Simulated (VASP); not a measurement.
The system is Nb3C.

```
CELL_PARAMETERS angstrom
6.30087 0.00000 0.00000
-3.15043 5.45671 0.00000
0.00000 0.00000 4.75856
ATOMIC_POSITIONS crystal
Nb 0.35710 0.17855 0.75000
Nb 0.82145 0.64290 0.75000
Nb 0.17855 0.82145 0.25000
Nb 0.64290 0.82145 0.25000
Nb 0.17855 0.35710 0.25000
Nb 0.82145 0.17855 0.75000
C 0.66667 0.33333 0.25000
C 0.33333 0.66667 0.75000
```

The cell was built from a structure type or drawn by symmetry, and may not be a known phase.

| Property | Result |
| --- | --- |
| Program | VASP 6.6.1 |
| Task | relaxation of cell and atoms |
| Functional | PBE |
| Potentials or basis | VASP PAW PBE potentials, release 64 (Nb_sv, C) |
| Cutoff | 600 eV |
| k mesh | 3 × 3 × 4 |
| Occupations | gaussian, width 0.1 eV |
| Spin | no spin polarisation |

At the start: pressure -30.1 GPa; volume 20.45 Å³/atom.

Q: How do energy, volume and symmetry change on relaxing?

A: Over 14 steps the energy falls by 840.6 meV/atom and the volume is 14.73 Å³/atom (-28.0 %); space group P6_3/mmc (No. 194, to 0.1 Å) before and after.

Step by step:
| step | energy change (eV) | largest force (eV/Å) | pressure (GPa) | volume (Å³) |
| --- | --- | --- | --- | --- |
| 1 | 0.0000 | 0.4294 | -30.08 | 163.61 |
| 2 | 0.8077 | 2.4579 | 92.36 | 88.48 |
| 3 | -5.7445 | 1.3176 | -2.37 | 119.84 |
| 4 | -5.7615 | 1.3596 | -0.23 | 118.38 |
| 5 | -5.7626 | 1.3850 | 1.01 | 117.58 |
| 6 | -6.2639 | 0.2978 | 2.37 | 115.87 |
| 7 | -6.3425 | 0.5576 | 4.57 | 114.85 |
| 8 | -6.5970 | 0.7348 | -1.87 | 119.27 |
| 9 | -6.5941 | 0.8225 | -4.04 | 121.06 |
| 10 | -6.6049 | 0.7645 | -2.90 | 120.09 |
| 11 | -6.7181 | 0.0512 | 0.55 | 117.53 |
| 12 | -6.7229 | 0.0998 | -0.14 | 117.95 |
| 13 | -6.7228 | 0.0843 | -0.08 | 117.91 |
| 14 | -6.7249 | 0.0021 | -0.13 | 117.86 |

Final structure:
```cif
data_structure
_symmetry_space_group_name_H-M 'P 1'
_symmetry_Int_Tables_number 1
_cell_length_a 5.3191
_cell_length_b 5.3191
_cell_length_c 4.8102
_cell_angle_alpha 90.000
_cell_angle_beta 90.000
_cell_angle_gamma 120.000
_cell_volume 117.86
loop_
_atom_site_label
_atom_site_type_symbol
_atom_site_fract_x
_atom_site_fract_y
_atom_site_fract_z
_atom_site_occupancy
Nb1 Nb 0.33565 0.16783 0.75000 1
Nb2 Nb 0.83217 0.66435 0.75000 1
Nb3 Nb 0.16783 0.83217 0.25000 1
Nb4 Nb 0.66435 0.83217 0.25000 1
Nb5 Nb 0.16783 0.33565 0.25000 1
Nb6 Nb 0.83217 0.16783 0.75000 1
C1 C 0.66667 0.33333 0.25000 1
C2 C 0.33333 0.66667 0.75000 1
```

Caveat: the k points lie up to 0.45 Å⁻¹ apart in the final cell, too coarse for converged energies and pressures of a metal; the volume moved by over 15 % at a fixed basis, so the end points are rough.
